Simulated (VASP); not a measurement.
# CuF (Pm-3m) in VASP: further runs

CuF is run at these levels: r2SCAN; tasks: single point.

All numbers are computed with VASP 6.6.1; they aren't measurements. Logs are shortened: lines on timing, memory, paths and dates and some standing lists are left out, and cuts for length are marked.

**1. The cell of the first run**

Symmetry: Pm-3m, No. 221, cubic system. The conventional cell has a = 2.792 Å, b = 2.792 Å, c = 2.792 Å, α = 90.00°, β = 90.00°, γ = 90.00°. Within 3.2 Å of Cu (site symmetry m-3m) lie 8 F at 2.42 Å and 6 Cu at 2.79 Å. F (site symmetry m-3m) has 8 Cu at 2.42 Å and 6 F at 2.79 Å within 3.2 Å.

**2. Single point, r2SCAN (volume changed by +6%)**

POSCAR

```
CuF
1.0
    2.7921705943      0.0000000000      0.0000000000
    0.0000000000      2.7921705943      0.0000000000
    0.0000000000      0.0000000000      2.7921705943
Cu F
1 1
Direct
    0.0000000000      0.0000000000      0.0000000000
    0.5000000000      0.5000000000      0.5000000000
```

INCAR.step1

```
SYSTEM = CuF
ALGO = Normal
EDIFF = 1E-4
ENCUT = 520
GGA = PE
ISMEAR = -1
LASPH = .TRUE.
LCHARG = .FALSE.
LREAL = .FALSE.
LWAVE = .TRUE.
NBANDS = 16
NELM = 60
PREC = Accurate
SIGMA = 0.02
```

INCAR.step2

```
SYSTEM = CuF
ALGO = Normal
EDIFF = 1E-7
ENCUT = 520
ISIF = 2
ISMEAR = -1
ISTART = 1
LASPH = .TRUE.
LCHARG = .TRUE.
LELF = .TRUE.
LMIXTAU = .TRUE.
LREAL = .FALSE.
LVHAR = .TRUE.
LWAVE = .FALSE.
METAGGA = R2SCAN
NBANDS = 16
NELM = 60
PREC = Accurate
SIGMA = 0.02
```

KPOINTS

```
k-points
0
G
  8 8 8
  0 0 0
```

Potentials or basis: VASP PAW PBE potentials, release 64 (Cu, F).

The run is started by

```console
> cat potpaw_PBE.64/Cu/POTCAR potpaw_PBE.64/F/POTCAR > POTCAR
> cp INCAR.step1 INCAR
> mpirun -np 1 vasp_std > vasp.out
> cp INCAR.step2 INCAR
> mpirun -np 1 vasp_std > vasp.out
```

OUTCAR:

```text
SYSTEM = CuF
   EDIFF = 1E-7
   ENCUT = 520
   ISIF = 2
   ISMEAR = -1
   ISTART = 1
   LASPH = .TRUE.
   LREAL = .FALSE.
   METAGGA = R2SCAN
   NELM = 60
   PREC = Accurate

 ion  position               nearest neighbor table
   1  0.000  0.000  0.000-
   2  0.500  0.500  0.500-

  LATTYP: Found a simple cubic cell.
 ALAT       =     2.7921705943

  Lattice vectors:

 A1 = (   2.7921705943,   0.0000000000,   0.0000000000)
 A2 = (   0.0000000000,   2.7921705943,   0.0000000000)
 A3 = (   0.0000000000,   0.0000000000,   2.7921705943)

Analysis of symmetry for initial positions (statically):
=====================================================================
 Subroutine PRICEL returns:
 Original cell was already a primitive cell.

 Routine SETGRP: Setting up the symmetry group for a
 simple cubic supercell.

 Subroutine GETGRP returns: Found 48 space group operations
 (whereof 48 operations were pure point group operations)
 out of a pool of 48 trial point group operations.

The static configuration has the point symmetry O_h .

Analysis of symmetry for dynamics (positions and initial velocities):
=====================================================================
 Subroutine PRICEL returns:
 Original cell was already a primitive cell.

 Routine SETGRP: Setting up the symmetry group for a
 simple cubic supercell.

 Subroutine GETGRP returns: Found 48 space group operations
 (whereof 48 operations were pure point group operations)
 out of a pool of 48 trial point group operations.

The dynamic configuration has the point symmetry O_h .

 Subroutine INISYM returns: Found 48 space group operations
 (whereof 48 operations are pure point group operations),
 and found     1 'primitive' translations

----------------------------------------------------------------------------------------

                                     Primitive cell

  volume of cell :      21.7684

  direct lattice vectors                    reciprocal lattice vectors
     2.792170594  0.000000000  0.000000000     0.358144306  0.000000000  0.000000000
     0.000000000  2.792170594  0.000000000     0.000000000  0.358144306  0.000000000
     0.000000000  0.000000000  2.792170594     0.000000000  0.000000000  0.358144306

  length of vectors
     2.792170594  2.792170594  2.792170594     0.358144306  0.358144306  0.358144306

  position of ions in fractional coordinates (direct lattice)
     0.000000000  0.000000000  0.000000000
     0.500000000  0.500000000  0.500000000

  ion indices of the primitive-cell ions
   primitive index   ion index
                 1           1
                 2           2

----------------------------------------------------------------------------------------

 KPOINTS: k-points

Automatic generation of k-mesh.
 Grid dimensions read from file:
 generate k-points for:    8    8    8

 Generating k-lattice:

  Cartesian coordinates                     Fractional coordinates (reciprocal lattice)
     0.044768038  0.000000000  0.000000000     0.125000000  0.000000000  0.000000000
     0.000000000  0.044768038  0.000000000     0.000000000  0.125000000  0.000000000
     0.000000000  0.000000000  0.044768038     0.000000000  0.000000000  0.125000000

  Length of vectors
     0.044768038  0.044768038  0.044768038

  Shift w.r.t. Gamma in fractional coordinates (k-lattice)
     0.000000000  0.000000000  0.000000000

 Subroutine IBZKPT returns following result:
 ===========================================

 Found     35 irreducible k-points:

 Following reciprocal coordinates:
            Coordinates               Weight
  0.000000  0.000000  0.000000      1.000000
  0.125000  0.000000  0.000000      6.000000
  0.250000  0.000000  0.000000      6.000000
  0.375000  0.000000  0.000000      6.000000
  0.500000  0.000000  0.000000      3.000000
  0.125000  0.125000  0.000000     12.000000
[... 16 lines left out ...]
  0.375000  0.375000  0.125000     24.000000
  0.500000  0.375000  0.125000     24.000000
 [... further k-points ...]
   k-points           NKPTS =     35   k-points in BZ     NKDIM =     35   number of bands    NBANDS=     16
   number of dos      NEDOS =    301   number of ions     NIONS =      2
   total plane-waves  NPLWV =  13824
   dimension x,y,z NGX =    24 NGY =   24 NGZ =   24
   dimension x,y,z NGXF=    48 NGYF=   48 NGZF=   48
   ions per type =               1   1
   NGX,Y,Z   is equivalent  to a cutoff of  14.29, 14.29, 14.29 a.u.
   NGXF,Y,Z  is equivalent  to a cutoff of  28.58, 28.58, 28.58 a.u.
 SYSTEM =  CuF
   PREC   = accura    normal or accurate (medium, high low for compatibility)
   ISTART =      1    job   : 0-new  1-cont  2-samecut
   ICHARG =      0    charge: 1-file 2-atom 10-const
   ISPIN  =      1    spin polarized calculation?
   LNONCOLLINEAR =      F non collinear calculations
   LSORBIT =      F    spin-orbit coupling
   LASPH  =      T    aspherical Exc in radial PAW
   ENCUT  =  520.0 eV  38.22 Ry    6.18 a.u.   5.19  5.19  5.19*2*pi/ulx,y,z
   NELM   =     60;   NELMIN=  2; NELMDL=  0     # of ELM steps
   EDIFF  = 0.1E-06   stopping-criterion for ELM
   LREAL  =      F    real-space projection
   EDIFFG = 0.1E-05   stopping-criterion for IOM
   NSW    =      0    number of steps for IOM
   IBRION =     -1    ionic relax: 0-MD 1-quasi-New 2-CG
   NFREE  =      0    steps in history (QN), initial steepest desc. (CG)
   ISIF   =      2    stress and relaxation
   ISYM   =      2    0-nonsym 1-usesym 2-fastsym
   POTIM  = 0.5000    time-step for ionic-motion
   TEBEG  =    0.0;   TEEND  =   0.0 temperature during run
   PSTRESS=    0.0 pullay stress
   NELECT =      18.0000    total number of electrons
   NUPDOWN=      -1.0000    fix difference up-down
   EMIN   =  10.00;   EMAX   =-10.00  energy-range for DOS
   EFERMI =   0.00;   METHOD = LEGACY
   ISMEAR =    -1;   SIGMA  =   0.02  broadening in eV -4-tet -1-fermi 0-gaus
   EFERMI_NEDOS =   21; number of points for ismear=-14 and -15
   IALGO  =     38    algorithm
   IMIX   =      4    mixing-type and parameters
     AMIX     =   0.40;   BMIX     =  1.00
     AMIX_MAG =   1.60;   BMIX_MAG =  1.00
  volume/ion in A,a.u.               =      10.88        73.45
  Fermi-wavevector in a.u.,A,eV,Ry     =   1.536587  2.903728 32.124695  2.361098
  Thomas-Fermi vector in A             =   2.643215
   LORBIT       =      0    0 simple, 1 ext, 2 COOP (PROOUT), +10 PAW based schemes
   METAGGA = R2SCAN    functional components
   LHFCALC =     F    Hartree Fock is set to
   AEXX    =    0.0000 exact exchange contribution
   IVDW    =     0    specifies the selected vdW correction
   LEPSILON=     F    determine dielectric tensor
   LRPA    =     F    only Hartree local field effects (RPA)
 non-spin polarized calculation
  energy-cutoff  :      520.00
  volume of cell :       21.77
 maximum number of plane-waves:       624
 NGX is ok and might be reduce to    24
   NGX = 11   NGY = 11   NGZ = 11

 number of electron      18.0000025 magnetization

 Free energy of the ion-electron system (eV)
  ---------------------------------------------------
  ext. energy  EPLUGINS =         0.00000000
  ---------------------------------------------------
  free energy    TOTEN  =       -15.72887106 eV

  energy without entropy =      -15.72745262  energy(sigma->0) =      -15.72816184

 E-fermi :   4.2359     XC(G=0): -12.0418

 val. band max:        4.2311329482   @ k =   0.5000   0.5000   0.5000
 cond. band min:       4.2984040183   @ k =   0.1250   0.1250   0.0000
 fundamental gap:      0.0672710701
 Fermi energy:         4.2359461888

 k-point     1 :       0.0000    0.0000    0.0000
  band No.  band energies     occupation
      1     -21.0524      2.00000
      2      -0.4186      2.00000
      3      -0.4186      2.00000
      4      -0.4186      2.00000
      5       2.4960      2.00000
      6       2.4960      2.00000
[... 8 lines left out ...]
     15      21.4670      0.00000
     16      35.2104      0.00000

 k-point     2 :       0.1250    0.0000    0.0000
  band No.  band energies     occupation
      1     -21.0051      2.00000
      2      -1.1236      2.00000
      3      -0.4267      2.00000
      4      -0.4267      2.00000
      5       2.5253      2.00000
      6       2.6946      2.00000
[... 8 lines left out ...]
     15      23.6241      0.00000
     16      32.2782      0.00000

 k-point     3 :       0.2500    0.0000    0.0000
  band No.  band energies     occupation
      1     -20.8879      2.00000
      2      -2.2870      2.00000
      3      -0.4474      2.00000
      4      -0.4474      2.00000
      5       2.5968      2.00000
      6       3.1601      2.00000
[... 8 lines left out ...]
     15      26.4336      0.00000
     16      28.8941      0.00000

 k-point     4 :       0.3750    0.0000    0.0000
  band No.  band energies     occupation
      1     -20.7678      2.00000
      2      -3.1665      2.00000
      3      -0.4697      2.00000
      4      -0.4697      2.00000
      5       2.6693      2.00000
      6       3.6171      2.00000
[... 8 lines left out ...]
     15      26.3085      0.00000
     16      29.3368      0.00000

 k-point     5 :       0.5000    0.0000    0.0000
  band No.  band energies     occupation
      1     -20.7163      2.00000
      2      -3.4878      2.00000
      3      -0.4793      2.00000
      4      -0.4793      2.00000
      5       2.6997      2.00000
      6       3.8010      2.00000
[... 8 lines left out ...]
     15      25.1107      0.00000
     16      30.9158      0.00000

 k-point     6 :       0.1250    0.1250    0.0000
  band No.  band energies     occupation
      1     -20.9591      2.00000
      2      -1.3062      2.00000
      3      -0.7830      2.00000
      4      -0.4233      2.00000
      5       2.6294      2.00000
      6       2.8189      2.00000
[... 8 lines left out ...]
     15      24.9477      0.00000
     16      30.2100      0.00000
[... 267 lines left out ...]
 k-point    21 :       0.3750    0.2500    0.1250
  band No.  band energies     occupation
      1     -20.6051      2.00000
      2      -2.5712      2.00000
      3      -1.4560      2.00000
      4      -0.6277      2.00000
      5       2.9907      2.00000
      6       3.3952      2.00000
[... 8 lines left out ...]
     15      26.3827      0.00000
     16      29.6957      0.00000

 k-point    22 :       0.5000    0.2500    0.1250
  band No.  band energies     occupation
      1     -20.5621      2.00000
      2      -2.8204      2.00000
      3      -1.3825      2.00000
      4      -0.5793      2.00000
      5       2.9848      2.00000
      6       3.3442      2.00000
[... 8 lines left out ...]
     15      25.8681      0.00000
     16      30.5059      0.00000

 k-point    23 :       0.3750    0.3750    0.1250
  band No.  band energies     occupation
      1     -20.5137      2.00000
      2      -2.2930      2.00000
      3      -2.0176      2.00000
      4      -0.5045      2.00000
      5       2.9873      2.00000
      6       3.3038      2.00000
[... 8 lines left out ...]
     15      26.3203      0.00000
     16      28.5098      0.00000

 k-point    24 :       0.5000    0.3750    0.1250
  band No.  band energies     occupation
      1     -20.4751      2.00000
      2      -2.4119      2.00000
      3      -1.9897      2.00000
      4      -0.4489      2.00000
      5       2.9545      2.00000
      6       3.2730      2.00000
[... 8 lines left out ...]
     15      25.9589      0.00000
     16      27.8662      0.00000

 [... further k-points ...]
[... 5 lines left out ...]
  --------------------------------------------------------------------------------------
  -------------------------------------------------------------------------------------
  Total       -0.8018846     -0.8018846     -0.8018846      0.0000000      0.0000000     -0.0000000
  in kB      -59.0196466    -59.0196466    -59.0196466      0.0000000      0.0000000     -0.0000000
  external PRESSURE =     -59.0196466 kB  Pullay stress =       0.0000000 kB

 VOLUME and BASIS-vectors are now :
 -----------------------------------------------------------------------------
  energy-cutoff  :      520.00
  volume of cell :       21.77
      direct lattice vectors                 reciprocal lattice vectors
     2.792170594  0.000000000  0.000000000     0.358144306  0.000000000  0.000000000
     0.000000000  2.792170594  0.000000000     0.000000000  0.358144306  0.000000000
     0.000000000  0.000000000  2.792170594     0.000000000  0.000000000  0.358144306

 POSITION                                       TOTAL-FORCE (eV/Angst)
 -----------------------------------------------------------------------------------
      0.00000      0.00000      0.00000         0.000000      0.000000      0.000000
      1.39609      1.39609      1.39609         0.000000      0.000000      0.000000
 -----------------------------------------------------------------------------------
    total drift:                                0.000000      0.000000     -0.000000

  FREE ENERGIE OF THE ION-ELECTRON SYSTEM (eV)
  ---------------------------------------------------
  free  energy   TOTEN  =       -15.7288710552 eV

  energy  without entropy=      -15.7274526206  energy(sigma->0) =      -15.72816184
```

It took 75 s on 1 thread of Intel Xeon 8259CL, shared host; peak memory 0.15 GiB.

Results:

```yaml
Free_energy: -15.7289 eV
Pressure: -5.9 GPa
Band_gap_on_the_k_mesh: zero (band 9 reaches 4.23 eV, above the bottom of band 10 at 3.86 eV)
```

Caveat: the cell differs from its parent crystal (volume changed by +6%); the PAW data sets were made with another functional, which shifts forces and pressure a little; semilocal functionals often make such compounds metallic where correlation or magnetic order opens a gap, which also shifts bond lengths.

**3. Single point, r2SCAN**

This run uses another cell than the first one, of 10.27 Å³/atom, 0.943 times its volume.

POSCAR

```
CuF
1.0
    2.7384616326      0.0000000000      0.0000000000
    0.0000000000      2.7384616326      0.0000000000
    0.0000000000      0.0000000000      2.7384616326
Cu F
1 1
Direct
    0.0000000000      0.0000000000      0.0000000000
    0.5000000000      0.5000000000      0.5000000000
```

INCAR.step1

```
PREC     = Accurate       # precision mode
ENCUT    = 520            # plane-wave cutoff, eV
ISMEAR   = -1             # smearing method
SIGMA    = 0.02           # smearing width, eV
LREAL    = F              # projectors in reciprocal space
LASPH    = T              # aspherical terms in the spheres
NELM     = 80             # most SCF steps
NBANDS   = 16             # bands
GGA      = PE             # functional
ALGO     = Normal         # electronic algorithm
EDIFF    = 1E-4           # SCF threshold, eV
LWAVE    = T              # write WAVECAR
LCHARG   = F              # write CHGCAR
```

INCAR.step2

```
PREC     = Accurate       # precision mode
ENCUT    = 520            # plane-wave cutoff, eV
EDIFF    = 1E-6           # SCF threshold, eV
ISMEAR   = -1             # smearing method
SIGMA    = 0.02           # smearing width, eV
LREAL    = F              # projectors in reciprocal space
LASPH    = T              # aspherical terms in the spheres
NELM     = 80             # most SCF steps
ALGO     = Normal         # electronic algorithm
ISIF     = 2              # what is computed and relaxed
LWAVE    = F              # write WAVECAR
LCHARG   = F              # write CHGCAR
METAGGA  = R2SCAN         # meta-GGA
LMIXTAU  = T            
NBANDS   = 16             # bands
ISTART   = 1
```

KPOINTS

```
regular mesh
0
Gamma
  10 10 10
```

Potentials or basis: VASP PAW PBE potentials, release 64 (Cu, F).

The run is started by

```console
> cat potpaw_PBE.64/Cu/POTCAR potpaw_PBE.64/F/POTCAR > POTCAR
> cp INCAR.step1 INCAR
> mpirun -np 1 vasp_std > vasp.out
> cp INCAR.step2 INCAR
> mpirun -np 1 vasp_std > vasp.out
```

It took 94 s on 1 thread of Intel Xeon 8259CL, shared host; peak memory 0.14 GiB.

Results (log left out):

| Item | Value |
| --- | --- |
| Free energy | -15.7497 eV |
| Pressure | -0.1 GPa |
| Band gap on the k mesh | zero (band 9 reaches 4.92 eV, above the bottom of band 10 at 4.51 eV) |

Levels at points of the mesh, in eV from the Fermi level:
```csv
k point,band 6,band 7,band 8,band 9,band 10,band 11,band 12,band 13
"(0.00, 0.00, 0.00)",-1.91,-1.54,-0.40,-0.40,-0.40,15.97,15.97,17.92
"(0.50, 0.00, 0.00)",-0.45,-0.35,-0.23,-0.23,4.71,5.27,17.48,17.48
"(0.50, 0.50, 0.00)",-1.27,-0.79,-0.79,-0.01,5.40,9.19,9.19,15.61
"(0.50, 0.50, 0.50)",-0.10,-0.10,0.02,0.02,7.42,7.42,7.42,12.12
```

Caveat: the PAW data sets were made with another functional, which shifts forces and pressure a little; semilocal functionals often make such compounds metallic where correlation or magnetic order opens a gap, which also shifts bond lengths.
